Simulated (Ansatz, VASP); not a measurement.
## One calculation of AgCl, two programs

Contents of INCAR:

```
SYSTEM = AgCl
PREC = Accurate
ENCUT = 520
EDIFF = 1E-6
ISMEAR = 0
SIGMA = 0.05
LREAL = .FALSE.
LASPH = .TRUE.
NELM = 100
ALGO = Normal
ISIF = 2
LWAVE = .FALSE.
LCHARG = .FALSE.
GGA = PS
NBANDS = 16
```

File KPOINTS:

```
regular mesh
0
G
  10 10 10
  0 0 0
```

The input POSCAR:

```
AgCl
1.0
    0.0000000000      2.7731489427      2.7731489427
    2.7731489427      0.0000000000      2.7731489427
    2.7731489427      2.7731489427      0.0000000000
Ag Cl
1 1
Direct
    0.5000000000      0.5000000000      0.5000000000
    0.0000000000      0.0000000000      0.0000000000
```

Input for Ansatz:

```yaml
crystal:
  lattice:
    - [0.0, 2.7731489427, 2.7731489427]
    - [2.7731489427, 0.0, 2.7731489427]
    - [2.7731489427, 2.7731489427, 0.0]
  atoms:
    - { symbol: Ag, position: [0.5, 0.5, 0.5] }
    - { symbol: Cl, position: [0.0, 0.0, 0.0] }
basis:
  ecutwfc: 420
  ecutrho_ratio: 4
kpoints:
  mp_grid: { grid: [10, 10, 10] }
hamiltonian:
  xc: pbesol
scf:
  occupations: { method: gaussian, width: 0.05 }
output:
  forces: true
  stress: true
  eigenvalues: true
  states_by_energy: { minimum_broadening: 0.025 }
```

Alike in both runs: task single point; functional PBEsol; k mesh 10 × 10 × 10; occupations gaussian, width 0.05 eV; no spin polarisation.

|  | VASP | Ansatz |
| --- | --- | --- |
| version | VASP 6.6.1 | Ansatz 0.2.0 |
| potentials or method | VASP PAW PBE potentials, release 64 (Ag, Cl), cutoff 520 eV | scalar-relativistic, plane waves, PAW |
| valence electrons in the cell | 18 | 26 |

```csv
,VASP,Ansatz,Ansatz less VASP
gap on the k mesh at the Fermi level (eV),0.73,0.73,+0.002
least direct gap on the mesh (eV),2.97,2.97,+0.001
pressure (GPa),-2.7,-2.6,+0.10
```

VASP's potentials were made for PBE, not for PBEsol. VASP's potentials hold 18 valence electrons a cell and Ansatz's 26, so a difference there can come from the potentials and not from the codes.
